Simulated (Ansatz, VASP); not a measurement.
## One calculation of ReS, two programs

Contents of INCAR:

```
PREC     = Accurate       # precision mode
ENCUT    = 500            # plane-wave cutoff, eV
EDIFF    = 1E-6           # SCF threshold, eV
ISMEAR   = 0              # smearing method
SIGMA    = 0.1            # smearing width, eV
LREAL    = False          # projectors in reciprocal space
LASPH    = True           # aspherical terms in the spheres
NELM     = 200            # most SCF steps
ALGO     = Normal         # electronic algorithm
ISIF     = 2              # what is computed and relaxed
LWAVE    = False          # write WAVECAR
LCHARG   = False          # write CHGCAR
ISPIN    = 2              # spin polarisation
MAGMOM   = 3.5 0          # initial moments
LORBIT   = 11             # projections on sites
LMAXMIX  = 4              # l up to which the mixer works
GGA      = PE             # functional
NBANDS   = 22             # bands
GGA_COMPAT= False
```

Contents of KPOINTS:

```
Automatic mesh
0
Gamma
  14 14 14
```

File POSCAR:

```
ReS
1.0
    0.0000000000      2.3409994631      2.3409994631
    2.3409994631      0.0000000000      2.3409994631
    2.3409994631      2.3409994631      0.0000000000
Re S
1 1
Direct
    0.0000000000      0.0000000000      0.0000000000
    0.5000000000      0.5000000000      0.5000000000
```

Input for Ansatz:

```yaml
crystal:
  lattice:
    - [0.0, 2.3409994641, 2.3409994641]
    - [2.3409994641, 0.0, 2.3409994641]
    - [2.3409994641, 2.3409994641, 0.0]
  atoms:
    - { symbol: Re, position: [0.0, 0.0, 0.0], spin: 3.5 }
    - { symbol: S, position: [0.5, 0.5, 0.5] }
basis:
  ecutwfc: 420
kpoints:
  mp_grid: { grid: [14, 14, 14] }
hamiltonian:
  xc: pbe
scf:
  occupations: { method: gaussian, width: 0.1 }
output:
  forces: true
  stress: true
  eigenvalues: true
  populations: true
magnetization:
  spin_polarized: true
```

Alike in both runs: task single point; functional PBE; k mesh 14 × 14 × 14; occupations gaussian, width 0.1 eV; collinear spin.

|  | VASP | Ansatz |
| --- | --- | --- |
| version | VASP 6.6.1 | Ansatz 0.2.0 |
| potentials or method | VASP PAW PBE potentials, release 64 (Re_sv_GW, S), cutoff 500 eV | scalar-relativistic, plane waves, PAW |
| valence electrons in the cell | 21 | 21 |

```csv
,VASP,Ansatz,Ansatz less VASP
gap on the k mesh at the Fermi level (eV),none,none,-
net moment per atom (μB),0.00,0.00,0.000
```

A gap of «none» marks a metal or a gap that the smearing closes. The functional is the same, so the differences come from potentials, cutoffs and numerics. Ansatz's warnings: seeded moment not kept.

Neither program's run includes spin-orbit coupling.
